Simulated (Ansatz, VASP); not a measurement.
# Two plane-wave programs on Al2Ru

INCAR

```
PREC = Accurate ; ENCUT = 520
EDIFF = 1E-6 ; ISMEAR = 0
SIGMA = 0.03 ; LREAL = False
LASPH = True ; NELM = 100
ALGO = Fast ; ISIF = 2
LWAVE = False ; LCHARG = False
NBANDS = 29
```

File KPOINTS:

```
Automatic mesh
0
Gamma
  10 10 10
```

The input POSCAR:

```
Al2Ru
1.0
    0.0000000000      4.0504631759      4.4529796780
    2.3156210177      0.0000000000      4.4529796780
    2.3156210177      4.0504631759      0.0000000000
Al Ru
4 2
Direct
    0.0788992938      0.4211007062      0.0788992938
    0.4211007062      0.0788992938      0.4211007062
    0.1711007062      0.8288992938      0.1711007062
    0.8288992938      0.1711007062      0.8288992938
    0.7500000000      0.7500000000      0.7500000000
    0.5000000000      0.5000000000      0.5000000000
```

Input for Ansatz:

```yaml
crystal:
  lattice:
    - [0.0, 4.0504631759, 4.452979678]
    - [2.3156210177, 0.0, 4.452979678]
    - [2.3156210177, 4.0504631759, 0.0]
  atoms:
    - { symbol: Al, position: [0.0788992938, 0.4211007062, 0.0788992938] }
    - { symbol: Al, position: [0.4211007062, 0.0788992938, 0.4211007062] }
    - { symbol: Al, position: [0.1711007062, 0.8288992938, 0.1711007062] }
    - { symbol: Al, position: [0.8288992938, 0.1711007062, 0.8288992938] }
    - { symbol: Ru, position: [0.75, 0.75, 0.75] }
    - { symbol: Ru, position: [0.5, 0.5, 0.5] }
basis:
  ecutwfc: 420
kpoints:
  mp_grid: { grid: [10, 10, 10] }
hamiltonian:
  xc: lda
  pseudopotentials: { kind: paw, azcp: { folder: soft_1 } }
scf:
  occupations: { method: gaussian, width: 0.03 }
output:
  forces: true
  stress: true
  eigenvalues: true
```

Change from the starting cell: volume 13.922 Å^3 an atom, stretch along a over the lengths across it, relative to the relaxed cell 0.9703.

Alike in both runs: task single point; functional LDA; k mesh 10 × 10 × 10; occupations gaussian, width 0.03 eV; no spin polarisation.

```csv
,VASP,Ansatz
version,VASP 6.6.1,Ansatz 0.2.0
potentials or method,"VASP PAW LDA potentials, release 64 (Al, Ru_pv), cutoff 520 eV","scalar-relativistic, plane waves, PAW"
valence electrons in the cell,40,44
```

VASP gave:

| Quantity | Value |
| --- | --- |
| gap on the k mesh at the Fermi level (eV) | none |
| pressure (GPa) | -6.3 |
| traceless stress, the component that is largest in VASP (GPa) | 5.24 |
| rms of the force components (eV/Å) | 0.038 |

Problem. What did Ansatz give for the same quantities?

Solution. gap on the k mesh at the Fermi level (eV): none; pressure (GPa): -6.7; traceless stress, the component that is largest in VASP (GPa): 5.20; rms of the force components (eV/Å): 0.036.

Ansatz warns that its potentials were made for another functional, while VASP's fit it. LDA's correlation is that of Perdew and Zunger in VASP and of Perdew and Wang (1992) in Ansatz. Atom by atom the forces differ by 0.002 eV/Å (rms over components). A gap of «none» marks a metal or a gap that the smearing closes. VASP's potentials hold 40 valence electrons a cell and Ansatz's 44, so a difference there can come from the potentials and not from the codes.
